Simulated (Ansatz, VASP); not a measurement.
# One calculation of PIr, two programs

The input INCAR:

```
SYSTEM = PIr
PREC     = Accurate       ! precision mode
ENCUT    = 500            ! plane-wave cutoff, eV
EDIFF    = 1E-6           ! SCF threshold, eV
ISMEAR   = 0              ! smearing method
SIGMA    = 0.05           ! smearing width, eV
LREAL    = .FALSE.        ! projectors in reciprocal space
LASPH    = .TRUE.         ! aspherical terms in the spheres
NELM     = 120            ! most SCF steps
ALGO     = Normal         ! electronic algorithm
ISIF     = 2              ! what is computed and relaxed
LWAVE    = .FALSE.        ! write WAVECAR
LCHARG   = .FALSE.        ! write CHGCAR
GGA      = CA             ! functional
NBANDS   = 18             ! bands
GGA_COMPAT= .FALSE.
```

Contents of KPOINTS:

```
Automatic mesh
0
G
  12 12 12
  0 0 0
```

The input POSCAR:

```
PIr
1.0
    0.0000000000      2.6258420330      2.6258420330
    2.6258420330      0.0000000000      2.6258420330
    2.6258420330      2.6258420330      0.0000000000
Ir P
1 1
Direct
    0.0000000000      0.0000000000      0.0000000000
    0.2500000000      0.2500000000      0.2500000000
```

Input for Ansatz:

```yaml
crystal:
  lattice:
    - [0.0, 2.625842033, 2.625842033]
    - [2.625842033, 0.0, 2.625842033]
    - [2.625842033, 2.625842033, 0.0]
  atoms:
    - { symbol: Ir, position: [0.0, 0.0, 0.0] }
    - { symbol: P, position: [0.25, 0.25, 0.25] }
basis:
  ecutwfc: 420
  ecutrho_ratio: 4
kpoints:
  mp_grid: { grid: [12, 12, 12] }
hamiltonian:
  xc: lda
scf:
  occupations: { method: gaussian, width: 0.05 }
output:
  forces: true
  stress: true
  eigenvalues: true
  populations: true
```

Alike in both runs: task single point; functional LDA; k mesh 12 × 12 × 12; occupations gaussian, width 0.05 eV; no spin polarisation.

```csv
,VASP,Ansatz
version,VASP 6.6.1,Ansatz 0.2.0
potentials or method,"VASP PAW LDA potentials, release 64 (Ir_sv_GW, P), cutoff 500 eV","scalar-relativistic, plane waves, PAW"
valence electrons in the cell,22,22
```

```csv
,VASP,Ansatz,Ansatz less VASP
gap on the k mesh at the Fermi level (eV),none,none,-
pressure (GPa),-9.0,-8.2,+0.86
```

LDA's correlation is that of Perdew and Zunger in VASP and of Perdew and Wang (1992) in Ansatz. A gap of «none» marks a metal or a gap that the smearing closes.

Neither program's run includes spin-orbit coupling.
